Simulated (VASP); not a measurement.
# Ti3CuBr: single point with PBE

Crystal: Ti3CuBr.

```
CELL_PARAMETERS angstrom
4.40803 0.00000 0.00000
0.00000 4.40803 0.00000
0.00000 0.00000 4.40803
ATOMIC_POSITIONS crystal
Ti 0.00000 0.50000 0.50000
Ti 0.50000 0.50000 0.00000
Ti 0.50000 0.00000 0.50000
Cu 0.50000 0.50000 0.50000
Br 0.00000 0.00000 0.00000
```

The cell was generated, and may not be a known phase.

```
Program             : VASP 6.6.1
Task                : single point
Functional          : PBE
Potentials or basis : VASP PAW PBE potentials, release 64 (Ti_sv, Cu, Br)
Cutoff              : 520 eV
k mesh              : 4 × 4 × 4
Occupations         : gaussian, width 0.1 eV
Spin                : collinear spin
Starting moments    : [1.0, 1.0, 1.0, 1.0, 0.0] μB
```

```yaml
Pressure: 20.4 GPa
Band_gap_on_the_k_mesh: zero (filled and empty bands overlap)
Net_moment: 0.01 μB per cell
Valence_electrons_inside_the_program's_atomic_spheres: Ti 10.34; Cu 10.69; Br 4.77
```

Levels at points of the mesh, in eV from the Fermi level:
Spin up:
```csv
k point,band 24,band 25,band 26,band 27,band 28,band 29,band 30,band 31
"(0.00, 0.00, 0.00)",-1.80,-1.40,-0.37,-0.37,-0.37,1.14,1.14,1.14
"(0.50, 0.00, 0.00)",-0.89,-0.89,-0.76,-0.02,0.02,0.12,0.43,0.99
"(0.50, 0.50, 0.00)",-1.73,-1.52,0.36,0.36,0.60,0.60,0.69,0.77
"(0.50, 0.50, 0.50)",-3.25,-2.48,-0.22,0.10,0.10,0.10,0.39,0.39
```
Spin down:
```csv
k point,band 23,band 24,band 25,band 26,band 27,band 28,band 29,band 30,band 31,band 32
"(0.00, 0.00, 0.00)",-1.79,-1.79,-1.39,-0.37,-0.37,-0.37,1.14,1.14,1.14,2.40
"(0.50, 0.00, 0.00)",-1.98,-0.89,-0.89,-0.76,-0.02,0.03,0.12,0.43,0.99,0.99
"(0.50, 0.50, 0.00)",-1.73,-1.73,-1.52,0.36,0.36,0.60,0.60,0.69,0.77,0.97
"(0.50, 0.50, 0.50)",-3.25,-3.25,-2.48,-0.21,0.11,0.11,0.11,0.39,0.39,0.39
```

It took 72 s on 1 thread of Intel(R) Xeon(R) 6975P-C (Granite Rapids), on a shared host, peak memory 0.26 GiB.

Caveat: the cell stands under pressure.
